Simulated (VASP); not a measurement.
# Ni (Fd-3m) in VASP: notebook, part 2 of 2

VASP 6.6.1.

### 3 Single point, revPBE (volume scaled by 1.08)

The input, INCAR:

```
PREC = Accurate
ENCUT = 520
EDIFF = 1E-6
ISMEAR = -1
SIGMA = 0.1
LREAL = F
LASPH = T
NELM = 100
ALGO = Normal
ISIF = 2
LWAVE = F
LCHARG = F
GGA = RE
NBANDS = 17
```

The input, KPOINTS:

```
regular mesh
0
Gamma
  17 17 17
```

The input, POSCAR:

```
Ni
1.0
    0.0000000000      2.6381243245      2.6381243245
    2.6381243245      0.0000000000      2.6381243245
    2.6381243245      2.6381243245      0.0000000000
Ni
2
Direct
    0.1250000000      0.1250000000      0.1250000000
    0.8750000000      0.8750000000      0.8750000000
```

Potentials or basis: VASP PAW PBE potentials, release 64 (Ni).

Run with:

```sh
$ cat potpaw_PBE.64/Ni/POTCAR > POTCAR
$ mpirun -np 1 vasp_std > vasp.out
```

OUTCAR:

```text
PREC = Accurate
   ENCUT = 520
   EDIFF = 1E-6
   ISMEAR = -1
   LREAL = F
   LASPH = T
   NELM = 100
   ISIF = 2
   GGA = RE

 ion  position               nearest neighbor table
   1  0.125  0.125  0.125-   2 2.28   2 2.28   2 2.28   2 2.28
   2  0.875  0.875  0.875-   1 2.28   1 2.28   1 2.28   1 2.28

  LATTYP: Found a face centered cubic cell.
 ALAT       =     5.2762486490

  Lattice vectors:

 A1 = (   0.0000000000,   2.6381243245,   2.6381243245)
 A2 = (   2.6381243245,   0.0000000000,   2.6381243245)
 A3 = (   2.6381243245,   2.6381243245,   0.0000000000)

Analysis of symmetry for initial positions (statically):
=====================================================================
 Subroutine PRICEL returns:
 Original cell was already a primitive cell.

 Routine SETGRP: Setting up the symmetry group for a
 face centered cubic supercell.

 Subroutine GETGRP returns: Found 48 space group operations
 (whereof 12 operations were pure point group operations)
 out of a pool of 48 trial point group operations.

The static configuration has the point symmetry D_3d.
 The point group associated with its full space group is O_h .

Analysis of symmetry for dynamics (positions and initial velocities):
=====================================================================
 Subroutine PRICEL returns:
 Original cell was already a primitive cell.

 Routine SETGRP: Setting up the symmetry group for a
 face centered cubic supercell.

 Subroutine GETGRP returns: Found 48 space group operations
 (whereof 12 operations were pure point group operations)
 out of a pool of 48 trial point group operations.

The dynamic configuration has the point symmetry D_3d.
 The point group associated with its full space group is O_h .

 Subroutine INISYM returns: Found 48 space group operations
 (whereof 12 operations are pure point group operations),
 and found     1 'primitive' translations

----------------------------------------------------------------------------------------

                                     Primitive cell

  volume of cell :      36.7211

  direct lattice vectors                    reciprocal lattice vectors
     0.000000000  2.638124325  2.638124325    -0.189528596  0.189528596  0.189528596
     2.638124325  0.000000000  2.638124325     0.189528596 -0.189528596  0.189528596
     2.638124325  2.638124325  0.000000000     0.189528596  0.189528596 -0.189528596

  length of vectors
     3.730871199  3.730871199  3.730871199     0.328273158  0.328273158  0.328273158

  position of ions in fractional coordinates (direct lattice)
     0.125000000  0.125000000  0.125000000
     0.875000000  0.875000000  0.875000000

  ion indices of the primitive-cell ions
   primitive index   ion index
                 1           1
                 2           2

----------------------------------------------------------------------------------------

 KPOINTS: regular mesh

Automatic generation of k-mesh.
 Grid dimensions read from file:
 generate k-points for:   17   17   17

 Generating k-lattice:

  Cartesian coordinates                     Fractional coordinates (reciprocal lattice)
    -0.011148741  0.011148741  0.011148741     0.058823529  0.000000000  0.000000000
     0.011148741 -0.011148741  0.011148741     0.000000000  0.058823529  0.000000000
     0.011148741  0.011148741 -0.011148741     0.000000000  0.000000000  0.058823529

  Length of vectors
     0.019310186  0.019310186  0.019310186

  Shift w.r.t. Gamma in fractional coordinates (k-lattice)
     0.000000000  0.000000000  0.000000000

 Subroutine IBZKPT returns following result:
 ===========================================

 Found    165 irreducible k-points:

 Following reciprocal coordinates:
            Coordinates               Weight
  0.000000  0.000000  0.000000      1.000000
  0.058824  0.000000  0.000000      8.000000
  0.117647  0.000000  0.000000      8.000000
  0.176471  0.000000  0.000000      8.000000
  0.235294  0.000000  0.000000      8.000000
  0.294118  0.000000  0.000000      8.000000
[... 16 lines left out ...]
 -0.176471  0.058824  0.000000     24.000000
 -0.117647  0.058824  0.000000     24.000000
 [... further k-points ...]
   k-points           NKPTS =    165   k-points in BZ     NKDIM =    165   number of bands    NBANDS=     17
   number of dos      NEDOS =    301   number of ions     NIONS =      2
   total plane-waves  NPLWV =  21952
   dimension x,y,z NGX =    28 NGY =   28 NGZ =   28
   dimension x,y,z NGXF=    56 NGYF=   56 NGZF=   56
   ions per type =               2
   NGX,Y,Z   is equivalent  to a cutoff of  12.48, 12.48, 12.48 a.u.
   NGXF,Y,Z  is equivalent  to a cutoff of  24.95, 24.95, 24.95 a.u.
 SYSTEM =  unknown system
   PREC   = accura    normal or accurate (medium, high low for compatibility)
   ISTART =      0    job   : 0-new  1-cont  2-samecut
   ICHARG =      2    charge: 1-file 2-atom 10-const
   ISPIN  =      1    spin polarized calculation?
   LNONCOLLINEAR =      F non collinear calculations
   LSORBIT =      F    spin-orbit coupling
   LASPH  =      T    aspherical Exc in radial PAW
   ENCUT  =  520.0 eV  38.22 Ry    6.18 a.u.   6.94  6.94  6.94*2*pi/ulx,y,z
   NELM   =    100;   NELMIN=  2; NELMDL= -5     # of ELM steps
   EDIFF  = 0.1E-05   stopping-criterion for ELM
   LREAL  =      F    real-space projection
   EDIFFG = 0.1E-04   stopping-criterion for IOM
   NSW    =      0    number of steps for IOM
   IBRION =     -1    ionic relax: 0-MD 1-quasi-New 2-CG
   NFREE  =      0    steps in history (QN), initial steepest desc. (CG)
   ISIF   =      2    stress and relaxation
   ISYM   =      2    0-nonsym 1-usesym 2-fastsym
   POTIM  = 0.5000    time-step for ionic-motion
   TEBEG  =    0.0;   TEEND  =   0.0 temperature during run
   PSTRESS=    0.0 pullay stress
   NELECT =      20.0000    total number of electrons
   NUPDOWN=      -1.0000    fix difference up-down
   EMIN   =  10.00;   EMAX   =-10.00  energy-range for DOS
   EFERMI =   0.00;   METHOD = LEGACY
   ISMEAR =    -1;   SIGMA  =   0.10  broadening in eV -4-tet -1-fermi 0-gaus
   EFERMI_NEDOS =   21; number of points for ismear=-14 and -15
   IALGO  =     38    algorithm
   IMIX   =      4    mixing-type and parameters
     AMIX     =   0.40;   BMIX     =  1.00
     AMIX_MAG =   1.60;   BMIX_MAG =  1.00
  volume/ion in A,a.u.               =      18.36       123.90
  Fermi-wavevector in a.u.,A,eV,Ry     =   1.336943  2.526456 24.319281  1.787417
  Thomas-Fermi vector in A             =   2.465530
   LORBIT       =      0    0 simple, 1 ext, 2 COOP (PROOUT), +10 PAW based schemes
   GGA     = RE    functional components
   LHFCALC =     F    Hartree Fock is set to
   AEXX    =    0.0000 exact exchange contribution
   IVDW    =     0    specifies the selected vdW correction
   LEPSILON=     F    determine dielectric tensor
   LRPA    =     F    only Hartree local field effects (RPA)
 non-spin polarized calculation
  energy-cutoff  :      520.00
  volume of cell :       36.72
 maximum number of plane-waves:      1010
   NGX = 13   NGY = 13   NGZ = 13

 number of electron      19.9999995 magnetization

 Free energy of the ion-electron system (eV)
  ---------------------------------------------------
  ext. energy  EPLUGINS =         0.00000000
  ---------------------------------------------------
  free energy    TOTEN  =        -7.70658590 eV

  energy without entropy =       -7.47920652  energy(sigma->0) =       -7.59289621

 E-fermi :   3.6959     XC(G=0): -10.0370

 val. band max:        3.6956034001   @ k =  -0.4118   0.2941   0.0000
 cond. band min:       3.6961474381   @ k =   0.2941   0.1765   0.0588
 fundamental gap:      0.0005440381
 Fermi energy:         3.6958607590

 k-point     1 :       0.0000    0.0000    0.0000
  band No.  band energies     occupation
      1      -2.1458      2.00000
      2       1.4810      2.00000
      3       1.4810      2.00000
      4       1.4947      2.00000
      5       1.4947      2.00000
      6       1.4947      2.00000
[... 9 lines left out ...]
     16      15.4011      0.00000
     17      15.4011      0.00000
[... 441 lines left out ...]
 k-point    24 :      -0.1176    0.0588    0.0000
  band No.  band energies     occupation
      1      -1.7874      2.00000
      2       1.3041      2.00000
      3       1.4010      2.00000
      4       1.5104      2.00000
      5       1.6443      2.00000
      6       1.7230      2.00000
[... 9 lines left out ...]
     16      16.3480      0.00000
     17      17.1096      0.00000

 [... further k-points ...]

------------------------ aborting loop because EDIFF is reached ----------------------------------------

  FORCE on cell =-STRESS in cart. coord.  units (eV):
  Direction    XX          YY          ZZ          XY          YZ          ZX
  --------------------------------------------------------------------------------------
  -------------------------------------------------------------------------------------
  Total       -1.1785911     -1.1785911     -1.1785911      0.0000000      0.0000000     -0.0000000
  in kB      -51.4230663    -51.4230663    -51.4230663      0.0000000      0.0000000     -0.0000000
  external PRESSURE =     -51.4230663 kB  Pullay stress =       0.0000000 kB

 VOLUME and BASIS-vectors are now :
 -----------------------------------------------------------------------------
  energy-cutoff  :      520.00
  volume of cell :       36.72
      direct lattice vectors                 reciprocal lattice vectors
     0.000000000  2.638124325  2.638124325    -0.189528596  0.189528596  0.189528596
     2.638124325  0.000000000  2.638124325     0.189528596 -0.189528596  0.189528596
     2.638124325  2.638124325  0.000000000     0.189528596  0.189528596 -0.189528596

 POSITION                                       TOTAL-FORCE (eV/Angst)
 -----------------------------------------------------------------------------------
      0.65953      0.65953      0.65953         0.000000      0.000000      0.000000
      4.61672      4.61672      4.61672        -0.000000     -0.000000     -0.000000
 -----------------------------------------------------------------------------------
    total drift:                                0.000000      0.000000     -0.000000

  FREE ENERGIE OF THE ION-ELECTRON SYSTEM (eV)
  ---------------------------------------------------
  free  energy   TOTEN  =        -7.7065858995 eV

  energy  without entropy=       -7.4792065150  energy(sigma->0) =       -7.59289621
```

OSZICAR:

```text
N       E                     dE             d eps       ncg     rms          rms(c)
DAV:   1     0.931106820187E+02    0.93111E+02   -0.94239E+03  5626   0.147E+03
DAV:   2    -0.593881735269E+01   -0.99049E+02   -0.92692E+02  5628   0.238E+02
DAV:   3    -0.890880432835E+01   -0.29700E+01   -0.28997E+01  6366   0.565E+01
DAV:   4    -0.894233535576E+01   -0.33531E-01   -0.33519E-01  7103   0.536E+00
DAV:   5    -0.894309335925E+01   -0.75800E-03   -0.75798E-03  6544   0.721E-01    0.104E+01
DAV:   6    -0.916646335101E+01   -0.22337E+00   -0.14861E+01  6476   0.668E+01    0.123E+01
DAV:   7    -0.771168707659E+01    0.14548E+01   -0.61603E+00  6550   0.349E+01    0.148E+00
DAV:   8    -0.770899393430E+01    0.26931E-02   -0.34715E-02  5869   0.146E+00    0.674E-01
DAV:   9    -0.770675424882E+01    0.22397E-02   -0.77577E-03  8059   0.120E+00    0.180E-01
DAV:  10    -0.770658829625E+01    0.16595E-03   -0.44876E-04  7137   0.286E-01    0.274E-02
DAV:  11    -0.770658604261E+01    0.22536E-05   -0.12108E-05  6572   0.279E-02    0.592E-03
DAV:  12    -0.770658589945E+01    0.14316E-06   -0.30655E-07  3460   0.590E-03
   1 F= -.77065859E+01 E0= -.75928962E+01  d E =-.227379E+00
```

stdout:

```text
POSCAR found type information on POSCAR Ni
 POSCAR found :  1 types and       2 ions
 scaLAPACK will be used
 -----------------------------------------------------------------------------
|                                                                             |
|                                                                             |
|     You enforced a specific xc type in the INCAR file but a different       |
|     I HOPE YOU KNOW WHAT YOU ARE DOING!                                     |
|                                                                             |
 -----------------------------------------------------------------------------

 LDA part: xc-table for (Slater+PW92), standard interpolation
 POSCAR, INCAR and KPOINTS ok, starting setup
 FFT: planning ... GRIDC
 FFT: planning ... GRID_SOFT
 FFT: planning ... GRID
 WAVECAR not read
 entering main loop
```

It took 59 s on 1 thread of Intel Xeon 6975P-C, shared host; peak memory 0.22 GiB.

What came out:

- Free energy: -7.7066 eV
- Pressure: -5.1 GPa
- Band gap on the k mesh: zero (band 10 reaches 3.74 eV, above the bottom of band 11 at 3.49 eV)

Levels at points of the mesh, in eV from the Fermi level:
```csv
k point,band 8,band 9,band 10,band 11,band 12,band 13
"(0.00, 0.00, 0.00)",-0.92,-0.92,-0.09,-0.09,11.01,11.01
```

Caveat: the PAW data sets were made with another functional, which shifts forces and pressure a little; the run has no spin polarisation, though such a crystal can be magnetic.

### 4 Single point, revPBE, collinear spin, antiferromagnetic start

The input, INCAR:

```
SYSTEM = Ni
  ALGO = Normal
  EDIFF = 1E-6
  ENCUT = 520
  GGA = RE
  ISIF = 2
  ISMEAR = -1
  ISPIN = 2
  LASPH = .TRUE.
  LCHARG = .TRUE.
  LELF = .TRUE.
  LMAXMIX = 4
  LORBIT = 11
  LREAL = .FALSE.
  LVHAR = .TRUE.
  LWAVE = .FALSE.
  MAGMOM = 0.8 -0.8
  NBANDS = 21
  NELM = 150
  PREC = Accurate
  SIGMA = 0.05
```

The input, KPOINTS:

```
k-points
0
G
  11 11 11
  0 0 0
```

The input, POSCAR:

```
Ni
1.0
    0.0000000000      2.5729036913      2.5729036913
    2.5729036913      0.0000000000      2.5729036913
    2.5729036913      2.5729036913      0.0000000000
Ni
2
Direct
    0.1250000000      0.1250000000      0.1250000000
    0.8750000000      0.8750000000      0.8750000000
```

Run with:

```sh
$ cat potpaw_PBE.64/Ni/POTCAR > POTCAR
$ mpirun -np 1 vasp_std > vasp.out
```

It took 84 s on 1 thread of Intel Xeon Platinum 8259CL at 2.50GHz (Skylake/Cascade Lake), shared host; peak memory 0.2 GiB.

It converged, with:

```
Free energy                                           : -7.6580 eV
Pressure                                              : -0.3 GPa
Band gap on the k mesh                                : zero (filled and empty bands overlap)
Net moment                                            : 0.00 μB per cell
Valence electrons inside the program's atomic spheres : Ni 9.19
```

Levels at points of the mesh, in eV from the Fermi level:
Spin up:
| k point | band 6 | band 7 | band 8 | band 9 | band 10 | band 11 | band 12 | band 13 | band 14 | band 15 |
| --- | --- | --- | --- | --- | --- | --- | --- | --- | --- | --- |
| (0.00, 0.00, 0.00) | -2.41 | -1.00 | -1.00 | -1.00 | -0.07 | -0.07 | 11.66 | 11.66 | 11.66 | 12.27 |
Spin down:
| k point | band 7 | band 8 | band 9 | band 10 | band 11 | band 12 | band 13 | band 14 |
| --- | --- | --- | --- | --- | --- | --- | --- | --- |
| (0.00, 0.00, 0.00) | -1.00 | -1.00 | -1.00 | -0.07 | -0.07 | 11.66 | 11.66 | 11.66 |

Caveat: the PAW data sets were made with another functional, which shifts forces and pressure a little.

### 5 Single point, revPBE, collinear spin, ferromagnetic start (volume scaled by 0.88)

The input, INCAR:

```
SYSTEM = Ni
PREC = Accurate ; ENCUT = 520
EDIFF = 1E-6 ; ISMEAR = -1
SIGMA = 0.05 ; LREAL = .FALSE.
LASPH = .TRUE. ; NELM = 150
ALGO = Normal ; ISIF = 2
LWAVE = .FALSE. ; LCHARG = .FALSE.
ISPIN = 2 ; MAGMOM = -0.849 -0.849
LORBIT = 11 ; LMAXMIX = 4
GGA = RE ; NBANDS = 21
```

The input, KPOINTS:

```
Automatic mesh
0
G
  12 12 12
  0 0 0
```

The input, POSCAR:

```
Ni
1.0
    0.0000000000      2.4655723674      2.4655723674
    2.4655723674      0.0000000000      2.4655723674
    2.4655723674      2.4655723674      0.0000000000
Ni
2
Direct
    0.1250000000      0.1250000000      0.1250000000
    0.8750000000      0.8750000000      0.8750000000
```

Run with:

```sh
$ cat potpaw_PBE.64/Ni/POTCAR > POTCAR
$ mpirun -np 1 vasp_std > vasp.out
```

Wall time 2 min (1 thread of Intel Xeon Platinum 8259CL at 2.50GHz (Skylake/Cascade Lake), shared host); peak memory 0.21 GiB.

It converged, with:

| Quantity | Value |
| --- | --- |
| Free energy | -7.6800 eV |
| Pressure | 14.2 GPa |
| Net moment | -1.54 μB per cell |
| Site moments | Ni -0.77 μB |
| Valence electrons inside the program's atomic spheres | Ni 9.35 |

Levels at points of the mesh, in eV from the Fermi level:
Spin up:
```tsv
k point	band 7	band 8	band 9	band 10	band 11	band 12
(0.00, 0.00, 0.00)	-1.03	-1.03	-1.03	0.15	0.15	12.70
(0.50, 0.00, 0.00)	-1.70	-0.64	-0.64	-0.01	-0.01	1.19
(0.50, 0.50, 0.00)	-1.28	-1.28	0.15	0.15	1.56	1.56
```
Spin down:
```csv
k point,band 8,band 9,band 10,band 11,band 12,band 13,band 14,band 15
"(0.00, 0.00, 0.00)",-1.85,-1.85,-0.77,-0.77,12.56,12.56,12.56,13.00
"(0.50, 0.00, 0.00)",-1.48,-1.48,-0.94,-0.94,0.48,9.13,9.13,12.58
"(0.50, 0.50, 0.00)",-2.10,-0.79,-0.79,1.06,1.06,4.63,4.63,9.80
```

Caveat: the PAW data sets were made with another functional, which shifts forces and pressure a little.

### 6 Summary

| spin | cell | k mesh | smearing | gap on the mesh (eV) | pressure (GPa) | moment (μB) |
| --- | --- | --- | --- | --- | --- | --- |
| off | a = 3.636 Å, angles 60.0°, 2 atoms | 17 × 17 × 17 | fermi-dirac 0.1 eV | none | 0.1 | - |
| off | a = 3.731 Å, angles 60.0°, 2 atoms | 17 × 17 × 17 | fermi-dirac 0.1 eV | none | -5.1 | - |
| collinear, antiferromagnetic start | a = 3.639 Å, angles 60.0°, 2 atoms | 11 × 11 × 11 | fermi-dirac 0.05 eV | none | -0.3 | 0.00 |
| collinear, ferromagnetic start | a = 3.487 Å, angles 60.0°, 2 atoms | 12 × 12 × 12 | fermi-dirac 0.05 eV | none | 14.2 | 1.54 |

Alike in all rows: task single point; level revPBE; potentials or basis VASP PAW PBE potentials, release 64 (Ni); cutoff (eV) 520.

Caveats: the PAW data sets were made with another functional, which shifts forces and pressure a little.

Total energies depend on the potentials used, so only differences within one code and one set of settings carry meaning.
